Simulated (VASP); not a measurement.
# KCl: single point with PBE

KCl:

```
K Cl
1.0
     5.41337    0.00000    0.00000
     0.00000    5.41337    0.00000
     0.00000    0.00000    7.65566
K Cl
2 2
Direct
  0.00000 0.50000 0.00000
  0.50000 0.00000 0.50000
  0.50000 0.50000 0.25000
  0.50000 0.50000 0.75000
```

```json
{"Program": "VASP 6.6.1", "Task": "single point", "Functional": "PBE", "Potentials or basis": "VASP PAW PBE potentials, release 64 (K_sv, Cl)", "Cutoff": "520 eV", "k mesh": "4 × 4 × 2", "Occupations": "gaussian, width 0.1 eV", "Spin": "no spin polarisation"}
```

| Quantity | Value |
| --- | --- |
| Pressure | -1.3 GPa |
| Band gap on the k mesh | 2.89 eV, direct |

Stress tensor (GPa, compression positive):
```
-1.99  0.00  0.00
 0.00 -1.99  0.00
 0.00  0.00 -0.01
```

Levels at points of the mesh, in eV from the valence-band top:
| k point | band 13 | band 14 | band 15 | band 16 | band 17 | band 18 | band 19 | band 20 |
| --- | --- | --- | --- | --- | --- | --- | --- | --- |
| (0.00, 0.00, 0.00) | -0.83 | -0.77 | -0.77 | 0.00 | 2.89 | 5.39 | 5.63 | 6.81 |
| (0.50, 0.00, 0.00) | -0.83 | -0.78 | -0.75 | -0.03 | 4.29 | 4.91 | 5.73 | 6.34 |
| (0.50, 0.50, 0.00) | -1.12 | -0.74 | -0.74 | -0.06 | 4.59 | 5.61 | 5.95 | 5.95 |
| (0.00, 0.00, 0.50) | -0.75 | -0.75 | -0.74 | -0.74 | 3.67 | 3.67 | 6.92 | 6.92 |
| (0.50, 0.00, 0.50) | -0.86 | -0.75 | -0.71 | -0.63 | 4.53 | 5.01 | 5.62 | 5.84 |
| (0.50, 0.50, 0.50) | -0.90 | -0.90 | -0.64 | -0.64 | 4.96 | 4.96 | 6.21 | 6.21 |

It took 42 s on 1 thread of Intel(R) Xeon(R) Platinum 8488C (Sapphire Rapids), on a shared host, peak memory 0.28 GiB.

A k mesh can miss the band edges. PBE gaps usually lie below the measured ones, often by a third to a half.
